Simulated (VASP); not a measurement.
# Pb (Fm-3m) in VASP: notebook

The runs below take Pb through single point, with PBE+D3(BJ), revPBE, BLYP+D3(BJ), r2SCAN+D4, r2SCAN.

Everything below comes from runs of VASP 6.6.1. Logs are shortened: lines on timing, memory, paths and dates and some standing lists are left out, and cuts for length are marked.

## (1) The cell of the first run

It takes space group Fm-3m (No. 225, cubic). Conventional cell: a = 5.047 Å, b = 5.047 Å, c = 5.047 Å, α = 90.00°, β = 90.00°, γ = 90.00°. Pb (site symmetry m-3m) has 12 Pb at 3.57 Å within 4.7 Å.

## (2) Single point, PBE+D3(BJ)

INCAR

```
SYSTEM = Pb
PREC = Accurate
ENCUT = 520
EDIFF = 1E-7
ISMEAR = -1
SIGMA = 0.05
LREAL = .FALSE.
LASPH = .TRUE.
NELM = 80
ALGO = Normal
ISIF = 2
LWAVE = .FALSE.
LCHARG = .FALSE.
GGA = PE
IVDW = 12
NBANDS = 13
```

KPOINTS

```
regular mesh
0
G
  9 9 9
  0 0 0
```

POSCAR

```
Pb
1.0
    0.0000000000      2.5235621278      2.5235621278
    2.5235621278      0.0000000000      2.5235621278
    2.5235621278      2.5235621278      0.0000000000
Pb
1
Direct
    0.0000000000      0.0000000000      0.0000000000
```

Potentials or basis: VASP PAW PBE potentials, release 64 (Pb_d).

On the command line:

```sh
$ cat potpaw_PBE.64/Pb_d/POTCAR > POTCAR
$ mpirun -np 1 vasp_std > vasp.out
```

OUTCAR:

```text
SYSTEM = Pb
   PREC = Accurate
   ENCUT = 520
   EDIFF = 1E-7
   ISMEAR = -1
   LREAL = .FALSE.
   LASPH = .TRUE.
   NELM = 80
   ISIF = 2
   GGA = PE
   IVDW = 12
 IVDW          = 12

 ion  position               nearest neighbor table
   1  0.000  0.000  0.000-

  LATTYP: Found a face centered cubic cell.
 ALAT       =     5.0471242556

  Lattice vectors:

 A1 = (   0.0000000000,   2.5235621278,   2.5235621278)
 A2 = (   2.5235621278,   0.0000000000,   2.5235621278)
 A3 = (   2.5235621278,   2.5235621278,   0.0000000000)

Analysis of symmetry for initial positions (statically):
=====================================================================
 Subroutine PRICEL returns:
 Original cell was already a primitive cell.

 Routine SETGRP: Setting up the symmetry group for a
 face centered cubic supercell.

 Subroutine GETGRP returns: Found 48 space group operations
 (whereof 48 operations were pure point group operations)
 out of a pool of 48 trial point group operations.

The static configuration has the point symmetry O_h .

Analysis of symmetry for dynamics (positions and initial velocities):
=====================================================================
 Subroutine PRICEL returns:
 Original cell was already a primitive cell.

 Routine SETGRP: Setting up the symmetry group for a
 face centered cubic supercell.

 Subroutine GETGRP returns: Found 48 space group operations
 (whereof 48 operations were pure point group operations)
 out of a pool of 48 trial point group operations.

The dynamic configuration has the point symmetry O_h .

 Subroutine INISYM returns: Found 48 space group operations
 (whereof 48 operations are pure point group operations),
 and found     1 'primitive' translations

----------------------------------------------------------------------------------------

                                     Primitive cell

  volume of cell :      32.1419

  direct lattice vectors                    reciprocal lattice vectors
     0.000000000  2.523562128  2.523562128    -0.198132629  0.198132629  0.198132629
     2.523562128  0.000000000  2.523562128     0.198132629 -0.198132629  0.198132629
     2.523562128  2.523562128  0.000000000     0.198132629  0.198132629 -0.198132629

  length of vectors
     3.568855787  3.568855787  3.568855787     0.343175781  0.343175781  0.343175781

  position of ions in fractional coordinates (direct lattice)
     0.000000000  0.000000000  0.000000000

  ion indices of the primitive-cell ions
   primitive index   ion index
                 1           1

----------------------------------------------------------------------------------------

 KPOINTS: regular mesh

Automatic generation of k-mesh.
 Grid dimensions read from file:
 generate k-points for:    9    9    9

 Generating k-lattice:

  Cartesian coordinates                     Fractional coordinates (reciprocal lattice)
    -0.022014737  0.022014737  0.022014737     0.111111111  0.000000000  0.000000000
     0.022014737 -0.022014737  0.022014737     0.000000000  0.111111111  0.000000000
     0.022014737  0.022014737 -0.022014737     0.000000000  0.000000000  0.111111111

  Length of vectors
     0.038130642  0.038130642  0.038130642

  Shift w.r.t. Gamma in fractional coordinates (k-lattice)
     0.000000000  0.000000000  0.000000000

 Subroutine IBZKPT returns following result:
 ===========================================

 Found     35 irreducible k-points:

 Following reciprocal coordinates:
            Coordinates               Weight
  0.000000  0.000000  0.000000      1.000000
  0.111111  0.000000  0.000000      8.000000
  0.222222  0.000000  0.000000      8.000000
  0.333333  0.000000  0.000000      8.000000
  0.444444  0.000000  0.000000      8.000000
  0.111111  0.111111  0.000000      6.000000
[... 16 lines left out ...]
 -0.333333  0.333333  0.000000     12.000000
  0.444444  0.444444  0.000000      6.000000
 [... further k-points ...]
   k-points           NKPTS =     35   k-points in BZ     NKDIM =     35   number of bands    NBANDS=     13
   number of dos      NEDOS =    301   number of ions     NIONS =      1
   total plane-waves  NPLWV =  21952
   dimension x,y,z NGX =    28 NGY =   28 NGZ =   28
   dimension x,y,z NGXF=    56 NGYF=   56 NGZF=   56
   ions per type =               1
   NGX,Y,Z   is equivalent  to a cutoff of  13.04, 13.04, 13.04 a.u.
   NGXF,Y,Z  is equivalent  to a cutoff of  26.09, 26.09, 26.09 a.u.
 SYSTEM =  Pb
   PREC   = accura    normal or accurate (medium, high low for compatibility)
   ISTART =      0    job   : 0-new  1-cont  2-samecut
   ICHARG =      2    charge: 1-file 2-atom 10-const
   ISPIN  =      1    spin polarized calculation?
   LNONCOLLINEAR =      F non collinear calculations
   LSORBIT =      F    spin-orbit coupling
   LASPH  =      T    aspherical Exc in radial PAW
   ENCUT  =  520.0 eV  38.22 Ry    6.18 a.u.   6.64  6.64  6.64*2*pi/ulx,y,z
[... 59 lines left out ...]
      3     -10.3926      2.00000
      4     -10.2758      2.00000
      5     -10.2758      2.00000
      6      -4.7277      2.00000
      7      13.6105      0.00000
      8      13.6105      0.00000
      9      13.6105      0.00000
     10      16.3667      0.00000
     11      17.2484      0.00000
     12      18.7111      0.00000
     13      18.7111      0.00000

 k-point     2 :       0.1111    0.0000    0.0000
  band No.  band energies     occupation
      1     -10.3926      2.00000
      2     -10.3788      2.00000
      3     -10.3788      2.00000
      4     -10.2757      2.00000
      5     -10.2757      2.00000
      6      -4.5044      2.00000
      7      11.3695      0.00000
      8      13.3475      0.00000
      9      13.3475      0.00000
     10      15.8709      0.00000
     11      18.3491      0.00000
     12      19.1769      0.00000
     13      19.1769      0.00000

 k-point     3 :       0.2222    0.0000    0.0000
  band No.  band energies     occupation
      1     -10.3950      2.00000
      2     -10.3624      2.00000
      3     -10.3624      2.00000
      4     -10.2562      2.00000
      5     -10.2562      2.00000
      6      -3.8400      2.00000
      7       8.0905      0.00000
      8      12.7892      0.00000
      9      12.7892      0.00000
     10      15.4329      0.00000
     11      18.2386      0.00000
     12      18.8856      0.00000
     13      18.8856      0.00000

 k-point     4 :       0.3333    0.0000    0.0000
  band No.  band energies     occupation
      1     -10.4020      2.00000
      2     -10.3702      2.00000
      3     -10.3702      2.00000
      4     -10.2065      2.00000
      5     -10.2065      2.00000
      6      -2.7879      2.00000
      7       5.1601      2.00000
      8      12.2595      0.00000
      9      12.2595      0.00000
     10      15.3016      0.00000
     11      16.9463      0.00000
     12      18.0157      0.00000
     13      18.0157      0.00000

 k-point     5 :       0.4444    0.0000    0.0000
  band No.  band energies     occupation
      1     -10.4086      2.00000
      2     -10.3813      2.00000
      3     -10.3813      2.00000
      4     -10.1676      2.00000
      5     -10.1676      2.00000
      6      -1.6618      2.00000
      7       3.0721      2.00000
      8      11.9492      0.00000
      9      11.9492      0.00000
     10      15.4777      0.00000
     11      16.0590      0.00000
     12      17.5651      0.00000
     13      17.5651      0.00000
[... 257 lines left out ...]
 k-point    22 :      -0.4444    0.3333    0.0000
  band No.  band energies     occupation
      1     -10.4661      2.00000
      2     -10.3797      2.00000
      3     -10.2245      2.00000
      4     -10.2055      2.00000
      5     -10.1569      2.00000
      6      -0.4152      2.00000
      7       4.3623      2.00000
      8       6.2609      1.98904
      9       9.4021      0.00000
     10      12.8941      0.00000
     11      16.9383      0.00000
     12      22.3479      0.00000
     13      22.3515      0.00000

 k-point    23 :      -0.3333    0.3333    0.0000
  band No.  band energies     occupation
      1     -10.4357      2.00000
      2     -10.3028      2.00000
      3     -10.2640      2.00000
      4     -10.2475      2.00000
      5     -10.1939      2.00000
      6      -0.5466      2.00000
      7       4.9455      2.00000
      8       5.2222      2.00000
      9      10.1287      0.00000
     10      13.3866      0.00000
     11      19.9705      0.00000
     12      21.5795      0.00000
     13      21.6984      0.00000

 k-point    24 :       0.4444    0.4444    0.0000
  band No.  band energies     occupation
      1     -10.5229      2.00000
      2     -10.4432      2.00000
      3     -10.1748      2.00000
      4     -10.1415      2.00000
      5     -10.1415      2.00000
      6      -0.5235      2.00000
      7       4.0745      2.00000
      8       8.7240      0.00000
      9       8.7240      0.00000
     10      11.9601      0.00000
     11      13.1647      0.00000
     12      24.5706      0.00000
     13      25.9343      0.00000

 [... further k-points ...]

------------------------ aborting loop because EDIFF is reached ----------------------------------------

 Edisp (eV)   -0.38615

 E8    (eV) :    -0.1958

  FORCE on cell =-STRESS in cart. coord.  units (eV):
  Direction    XX          YY          ZZ          XY          YZ          ZX
  --------------------------------------------------------------------------------------
  -------------------------------------------------------------------------------------
  Total      -0.46749    -0.46749    -0.46749     0.00000    -0.00000    -0.00000
  in kB     -23.30273   -23.30273   -23.30273     0.00000    -0.00000    -0.00000
  external pressure =      -23.30 kB  Pullay stress =        0.00 kB

 VOLUME and BASIS-vectors are now :
 -----------------------------------------------------------------------------
  energy-cutoff  :      520.00
  volume of cell :       32.14
      direct lattice vectors                 reciprocal lattice vectors
     0.000000000  2.523562128  2.523562128    -0.198132629  0.198132629  0.198132629
     2.523562128  0.000000000  2.523562128     0.198132629 -0.198132629  0.198132629
     2.523562128  2.523562128  0.000000000     0.198132629  0.198132629 -0.198132629

 POSITION                                       TOTAL-FORCE (eV/Angst)
 -----------------------------------------------------------------------------------
      0.00000      0.00000      0.00000        -0.000000      0.000000     -0.000000
 -----------------------------------------------------------------------------------
    total drift:                               -0.000000     -0.000000     -0.000000

  FREE ENERGIE OF THE ION-ELECTRON SYSTEM (eV)
  ---------------------------------------------------
  free  energy   TOTEN  =        -3.9667669802 eV

  energy  without entropy=       -3.9634480032  energy(sigma->0) =       -3.96510749
```

Wall time 9.5 s (1 thread of Intel Xeon 6975P-C, shared host); peak memory 0.17 GiB.

What came out:

- Free energy: -3.9668 eV
- Pressure: -2.3 GPa
- Band gap on the k mesh: zero (band 7 reaches 13.61 eV, above the bottom of band 8 at 5.22 eV)
- Dispersion energy per atom: -0.386 eV

Caveat: spin-orbit coupling is left out, which moves the levels of the heavy elements; pairwise dispersion overbinds metals, which lowers pressure and volume.

## (3) Single point, revPBE

INCAR

```
ALGO = Normal
EDIFF = 1E-6
ENCUT = 520
GGA = RE
ISIF = 2
ISMEAR = -1
LASPH = True
LCHARG = False
LREAL = False
LWAVE = False
NBANDS = 13
NELM = 80
PREC = Accurate
SIGMA = 0.05
```

KPOINTS

```
k-points
0
Gamma
  9 9 9
```

POSCAR is that of step 2.

Potentials or basis: VASP PAW PBE potentials, release 64 (Pb_d).

On the command line:

```sh
$ cat potpaw_PBE.64/Pb_d/POTCAR > POTCAR
$ mpirun -np 1 vasp_std > vasp.out
```

It took 9 s on 1 thread of Intel Xeon 6975P-C, shared host; peak memory 0.16 GiB.

Results (log left out):

```yaml
Free_energy: -3.2595 eV
Pressure: 0.7 GPa
Band_gap_on_the_k_mesh: zero (band 7 reaches 13.72 eV, above the bottom of band 8 at 5.32 eV)
```

Levels at points of the mesh, in eV from the Fermi level:
| k point | band 4 | band 5 | band 6 | band 7 | band 8 | band 9 | band 10 | band 11 |
| --- | --- | --- | --- | --- | --- | --- | --- | --- |
| (0.00, 0.00, 0.00) | -16.85 | -16.85 | -11.25 | 7.11 | 7.11 | 7.11 | 9.82 | 10.70 |

Caveat: the PAW data sets were made with another functional, which shifts forces and pressure a little; spin-orbit coupling is left out, which moves the levels of the heavy elements.

## (4) Single point, BLYP+D3(BJ)

INCAR

```
SYSTEM = Pb
PREC = Accurate
ENCUT = 520
EDIFF = 1E-7
ISMEAR = -1
SIGMA = 0.05
LREAL = .FALSE.
LASPH = .TRUE.
NELM = 80
ALGO = Normal
ISIF = 2
LWAVE = .FALSE.
LCHARG = .FALSE.
GGA = B5
ALDAX = 1.0
AGGAX = 1.0
AGGAC = 1.0
ALDAC = 0.0
IVDW = 12
VDW_S6 = 1.0
VDW_S8 = 2.6996
VDW_A1 = 0.4298
VDW_A2 = 4.2359
NBANDS = 13
```

KPOINTS

```
Automatic mesh
0
G
  9 9 9
  0 0 0
```

POSCAR is that of step 3.

On the command line:

```sh
$ cat potpaw_PBE.64/Pb_d/POTCAR > POTCAR
$ mpirun -np 1 vasp_std > vasp.out
```

Wall time 15 s (1 thread of Intel Xeon 6975P-C, shared host); peak memory 0.17 GiB.

It converged, with:

```yaml
Free_energy: -3.8083 eV
Pressure: -1.7 GPa
Band_gap_on_the_k_mesh: zero (band 7 reaches 13.91 eV, above the bottom of band 8 at 5.74 eV)
Dispersion_energy_per_atom: -0.943 eV
```

Levels at points of the mesh, in eV from the Fermi level:
| k point | band 5 | band 6 | band 7 | band 8 | band 9 | band 10 |
| --- | --- | --- | --- | --- | --- | --- |
| (0.00, 0.00, 0.00) | -16.81 | -11.30 | 6.89 | 6.89 | 6.89 | 10.12 |

Caveat: the PAW data sets were made with another functional, which shifts forces and pressure a little; spin-orbit coupling is left out, which moves the levels of the heavy elements; pairwise dispersion overbinds metals, which lowers pressure and volume.

## (5) Single point, r2SCAN+D4

This run uses another cell than the first one, of 28.50 Å³/atom, 0.887 times its volume.

POSCAR

```
Pb
1.0
    0.0000000000      2.4244952108      2.4244952108
    2.4244952108      0.0000000000      2.4244952108
    2.4244952108      2.4244952108      0.0000000000
Pb
1
Direct
    0.0000000000      0.0000000000      0.0000000000
```

INCAR.step1

```
PREC = Accurate
ENCUT = 520
ISMEAR = -1
SIGMA = 0.05
LREAL = False
LASPH = True
NELM = 80
NBANDS = 13
GGA = PE
ALGO = Normal
EDIFF = 1E-4
LWAVE = True
LCHARG = False
```

INCAR.step2

```
PREC = Accurate
ENCUT = 520
EDIFF = 1E-6
ISMEAR = -1
SIGMA = 0.05
LREAL = False
LASPH = True
NELM = 80
ALGO = Normal
ISIF = 2
LWAVE = False
LCHARG = False
METAGGA = R2SCAN
LMIXTAU = True
IVDW = 13
VDW_S6 = 1.0
VDW_S8 = 0.6018749
VDW_A1 = 0.51559235
VDW_A2 = 5.77342911
NBANDS = 13
ISTART = 1
```

KPOINTS

```
Automatic mesh
0
Gamma
  9 9 9
```

On the command line:

```sh
$ cat potpaw_PBE.64/Pb_d/POTCAR > POTCAR
$ cp INCAR.step1 INCAR
$ mpirun -np 1 vasp_std > vasp.out
$ cp INCAR.step2 INCAR
$ mpirun -np 1 vasp_std > vasp.out
```

Run time: 41 s. Hardware: 1 thread of Intel Xeon 6975P-C, shared host; peak memory 0.17 GiB.

Results (log left out):

- Free energy: -56.4065 eV
- Pressure: 4.0 GPa
- Band gap on the k mesh: zero (band 7 reaches 16.20 eV, above the bottom of band 8 at 6.16 eV)
- Dispersion energy per atom: -0.145 eV

Levels at points of the mesh, in eV from the Fermi level:
```csv
k point,band 3,band 4,band 5,band 6,band 7,band 8,band 9,band 10,band 11,band 12
"(0.00, 0.00, 0.00)",-17.59,-17.41,-17.41,-12.56,8.46,8.46,8.46,10.65,13.34,13.78
```

Caveat: the PAW data sets were made with another functional, which shifts forces and pressure a little; spin-orbit coupling is left out, which moves the levels of the heavy elements; pairwise dispersion overbinds metals, which lowers pressure and volume.

## (6) Single point, r2SCAN

This run uses another cell than the first one, of 28.50 Å³/atom, 0.887 times its volume.

POSCAR is that of step 5.

INCAR.step1

```
SYSTEM = Pb
PREC = Accurate
ENCUT = 520
ISMEAR = -1
SIGMA = 0.05
LREAL = .FALSE.
LASPH = .TRUE.
NELM = 60
NBANDS = 13
GGA = PE
ALGO = Normal
EDIFF = 1E-4
LWAVE = .TRUE.
LCHARG = .FALSE.
```

INCAR.step2

```
SYSTEM = Pb
PREC = Accurate
ENCUT = 520
EDIFF = 1E-7
ISMEAR = -1
SIGMA = 0.05
LREAL = .FALSE.
LASPH = .TRUE.
NELM = 60
ALGO = Normal
ISIF = 2
LWAVE = .FALSE.
LCHARG = .FALSE.
METAGGA = R2SCAN
LMIXTAU = .TRUE.
NBANDS = 13
ISTART = 1
```

KPOINTS

```
Automatic mesh
0
G
  9 9 9
  0 0 0
```

Potentials or basis: VASP PAW PBE potentials, release 64 (Pb_d).

On the command line:

```sh
$ cat potpaw_PBE.64/Pb_d/POTCAR > POTCAR
$ cp INCAR.step1 INCAR
$ mpirun -np 1 vasp_std > vasp.out
$ cp INCAR.step2 INCAR
$ mpirun -np 1 vasp_std > vasp.out
```

Run time: 46 s. Hardware: 1 thread of Intel Xeon 6975P-C, shared host; peak memory 0.16 GiB.

It converged, with:

* Free energy: -56.2615 eV
* Pressure: 4.8 GPa
* Band gap on the k mesh: zero (band 7 reaches 16.20 eV, above the bottom of band 8 at 6.16 eV)

Levels at points of the mesh, in eV from the Fermi level:
| k point | band 5 | band 6 | band 7 | band 8 | band 9 | band 10 |
| --- | --- | --- | --- | --- | --- | --- |
| (0.00, 0.00, 0.00) | -17.41 | -12.56 | 8.46 | 8.46 | 8.46 | 10.65 |

Caveat: the PAW data sets were made with another functional, which shifts forces and pressure a little; spin-orbit coupling is left out, which moves the levels of the heavy elements.

## (7) The runs side by side

```csv
level,cell,gap on the mesh (eV),pressure (GPa)
PBE+D3(BJ),"a = 3.569 Å, angles 60.0°, 1 atom",none,-2.3
revPBE,"a = 3.569 Å, angles 60.0°, 1 atom",none,0.7
BLYP+D3(BJ),"a = 3.569 Å, angles 60.0°, 1 atom",none,-1.7
r2SCAN+D4,"a = 3.429 Å, angles 60.0°, 1 atom",none,4.0
r2SCAN,"a = 3.429 Å, angles 60.0°, 1 atom",none,4.8
```

Alike in all rows: task single point; potentials or basis VASP PAW PBE potentials, release 64 (Pb_d); no spin polarisation; k mesh 9 × 9 × 9; cutoff (eV) 520; smearing fermi-dirac 0.05 eV.

Every run on the cell as given and a fine mesh finds a metal. The pressure there spans -2.3 GPa (PBE+D3(BJ)) to 0.7 GPa (revPBE); a positive pressure means that this level wants a larger cell, a negative one a smaller.

Caveats: spin-orbit coupling is left out, which moves the levels of the heavy elements; the PAW data sets were made with another functional, which shifts forces and pressure a little (some runs); pairwise dispersion overbinds metals, which lowers pressure and volume (some runs).

Absolute energies hang on the potentials; compare differences alone.
